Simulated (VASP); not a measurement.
A run of VASP 6.6.1 is set up as follows.

Contents of INCAR:

```
PREC = Accurate ; ENCUT = 520
EDIFF = 1E-6 ; ISMEAR = 0
SIGMA = 0.01 ; LREAL = False
LASPH = True ; NELM = 60
ALGO = Normal ; ISIF = 2
LWAVE = False ; LCHARG = False
GGA = PS ; NBANDS = 16
```

File KPOINTS:

```
regular mesh
0
Gamma
  9 9 6
```

File POSCAR:

```
C
1.0
    2.4612466108      0.0000000000      0.0000000000
   -1.2306233054      2.1315020900      0.0000000000
    0.0000000000      0.0000000000      4.1625633114
C
4
Direct
    0.3333333333      0.6666666667      0.0000573175
    0.6666666667      0.3333333333      0.5000573175
    0.3333333333      0.6666666667      0.3739426825
    0.6666666667      0.3333333333      0.8739426825
```

Potentials or basis: VASP PAW PBE potentials, release 64 (C).

Command:

```sh
$ cat potpaw_PBE.64/C/POTCAR > POTCAR
$ mpirun -np 1 vasp_std > vasp.out
```

(1) Predict the pressure.

(2) What does it give for the largest force?

Answers

(1) 15.5 GPa.

(2) 0.012 eV/Å.

Caveat: the PAW data sets were made with another functional, which shifts forces and pressure a little.
